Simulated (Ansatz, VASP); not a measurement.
**TiAl3: VASP beside Ansatz**

```
Ti Al
1.0
    -1.89246    1.89246    4.23239
     1.89246   -1.89246    4.23239
     1.89246    1.89246   -4.23239
Ti Al
1 3
Direct
  0.00000 0.00000 0.00000
  0.50000 0.50000 0.00000
  0.75000 0.25000 0.50000
  0.25000 0.75000 0.50000
```

Alike in both runs: functional LDA; k mesh 16 × 16 × 16; occupations fermi-dirac, width 0.15 eV; no spin polarisation.

Ansatz relaxed the structure, and its values are those at the end. VASP's run is a single point on that final structure, the one shown.

|  | VASP | Ansatz |
| --- | --- | --- |
| version | VASP 6.6.1 | Ansatz 0.2.0 |
| potentials or method | VASP PAW LDA potentials, release 64 (Ti_sv, Al), cutoff 520 eV | scalar-relativistic, plane waves, PAW |
| valence electrons in the cell | 21 | 21 |

Ansatz gave:

* gap on the k mesh at the Fermi level (eV): none
* pressure (GPa): 0.0

Question: What did VASP give for the same quantities?

Answer: gap on the k mesh at the Fermi level (eV): none; pressure (GPa): 0.2.

Ansatz warns that its potentials were made for another functional, while VASP's fit it. LDA's correlation is that of Perdew and Zunger in VASP and of Perdew and Wang (1992) in Ansatz. A gap of «none» marks a metal or a gap that the smearing closes.
